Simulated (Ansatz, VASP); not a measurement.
**KMgF3 in VASP and in Ansatz**

```
K Mg F
1.0
     4.05590    0.00000    0.00000
     0.00000    4.05590    0.00000
     0.00000    0.00000    4.05590
K Mg F
1 1 3
Direct
  0.50000 0.50000 0.50000
  0.00000 0.00000 0.00000
  0.50000 0.00000 0.00000
  0.00000 0.50000 0.00000
  0.00000 0.00000 0.50000
```

Alike in both runs: task relaxation of cell and atoms; functional PBE; k mesh 6 × 6 × 6; occupations gaussian, width 0.02 eV; no spin polarisation.

|  | VASP | Ansatz |
| --- | --- | --- |
| version | VASP 6.6.1 | Ansatz 0.2.0 |
| potentials or method | VASP PAW PBE potentials, release 64 (K_sv, Mg, F), cutoff 600 eV | scalar-relativistic, plane waves, PAW |
| valence electrons in the cell | 32 | 40 |

|  | VASP | Ansatz | Ansatz less VASP |
| --- | --- | --- | --- |
| gap on the k mesh at the Fermi level, each at its own relaxed structure (eV) | 6.99 | 6.96 | -0.034 |
| relaxed volume (Å³/atom) | 13.22 | 13.34 | +0.117 |
| relaxed length of the cell vector where the two differ most in proportion (Å) | 4.043 | 4.055 | +0.0119 |

VASP's potentials hold 32 valence electrons a cell and Ansatz's 40, so a difference there can come from the potentials and not from the codes.
